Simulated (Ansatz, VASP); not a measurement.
One calculation of Ti6H, two programs

```
CELL_PARAMETERS angstrom
5.66395 0.00000 0.00000
0.00000 4.57935 0.00000
0.00000 0.00000 24.55069
ATOMIC_POSITIONS crystal
Ti 0.25000 0.00000 0.16293
Ti 0.75000 0.00000 0.16293
Ti 0.00000 0.50000 0.21677
Ti 0.50000 0.50000 0.21677
Ti 0.25000 0.00000 0.27062
Ti 0.75000 0.00000 0.27062
Ti 0.25000 0.50000 0.32566
Ti 0.75000 0.50000 0.32566
Ti 0.00000 0.00000 0.37797
Ti 0.50000 0.00000 0.37797
Ti 0.25000 0.50000 0.42975
Ti 0.75000 0.50000 0.42975
H 0.89574 0.00000 0.46112
H 0.10426 0.00000 0.46112
```

Alike in both runs: task single point; functional PBE; k mesh 5 × 6 × 1; occupations gaussian, width 0.1 eV; no spin polarisation.

|  | VASP | Ansatz |
| --- | --- | --- |
| version | VASP 6.6.1 | Ansatz 0.2.0 |
| potentials or method | VASP PAW PBE potentials, release 64 (Ti_sv, H), cutoff 520 eV | scalar-relativistic, plane waves, PAW |
| valence electrons in the cell | 146 | 146 |

```csv
,VASP,Ansatz,Ansatz less VASP
gap on the k mesh at the Fermi level (eV),none,none,-
rms of the force components (eV/Å),0.328,0.328,+0.0003
```

Atom by atom the forces differ by 0.004 eV/Å (rms over components). A gap of «none» marks a metal or a gap that the smearing closes. The functional is the same, so the differences come from potentials, cutoffs and numerics. Ansatz's warnings: vacuum below fermi.
